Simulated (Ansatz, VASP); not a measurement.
**As: VASP beside Ansatz**

The input INCAR:

```
PREC = Accurate
ENCUT = 520
EDIFF = 1E-6
ISMEAR = -1
SIGMA = 0.1
LREAL = F
LASPH = T
NELM = 60
ALGO = Normal
ISIF = 2
LWAVE = F
LCHARG = F
GGA = RE
NBANDS = 18
```

KPOINTS

```
Automatic mesh
0
Gamma
  14 14 4
```

Contents of POSCAR:

```
As
1.0
    3.0671495717      0.0000000000      0.0000000000
   -1.5335747858      2.6562294463      0.0000000000
    0.0000000000      0.0000000000     10.3805981011
As
4
Direct
    0.0000000000      0.0000000000      0.0000000000
    0.0000000000      0.0000000000      0.5000000000
    0.3333333333      0.6666666667      0.2500000000
    0.6666666667      0.3333333333      0.7500000000
```

Input for Ansatz:

```yaml
crystal:
  lattice:
    - [3.0671495717, 0.0, 0.0]
    - [-1.5335747858, 2.6562294463, 0.0]
    - [0.0, 0.0, 10.3805981011]
  atoms:
    - { symbol: As, position: [0.0, 0.0, 0.0] }
    - { symbol: As, position: [0.0, 0.0, 0.5] }
    - { symbol: As, position: [0.3333333333, 0.6666666667, 0.25] }
    - { symbol: As, position: [0.6666666667, 0.3333333333, 0.75] }
hamiltonian:
  xc: revpbe
  pseudopotentials:
    kind: paw
    azcp:
      As: "pseudopotentials/As.paw.azcp"
basis:
  ecutwfc: 420
  fft_grid_basis: typed
kpoints:
  mp_grid: { grid: [14, 14, 4], shift: [0, 0, 0] }
magnetization:
  spin_polarized: false
scf:
  occupations: { method: fermi_dirac, width: 0.1 }
  lower_state_search: "off"
output:
  stress: true
```

Alike in both runs: task single point; functional revPBE; k mesh 14 × 14 × 4; occupations fermi-dirac, width 0.1 eV; no spin polarisation.

|  | VASP | Ansatz |
| --- | --- | --- |
| version | VASP 6.6.1 | Ansatz 0.2.0 |
| potentials or method | VASP PAW PBE potentials, release 64 (As), cutoff 520 eV | plane waves (420 eV) with PAW, scalar-relativistic |
| valence electrons in the cell | 20 | 60 |

|  | VASP | Ansatz | Ansatz less VASP |
| --- | --- | --- | --- |
| pressure (GPa) | -5.1 | -5.0 | +0.03 |
| traceless stress, the component that is largest in VASP (GPa) | 0.62 | 0.62 | +0.002 |

VASP's potentials were made for PBE, not for revPBE. With one functional, cell and mesh, what is left measures potentials, basis and numerics. VASP's potentials hold 20 valence electrons a cell and Ansatz's 60, so a difference there can come from the potentials and not from the codes.
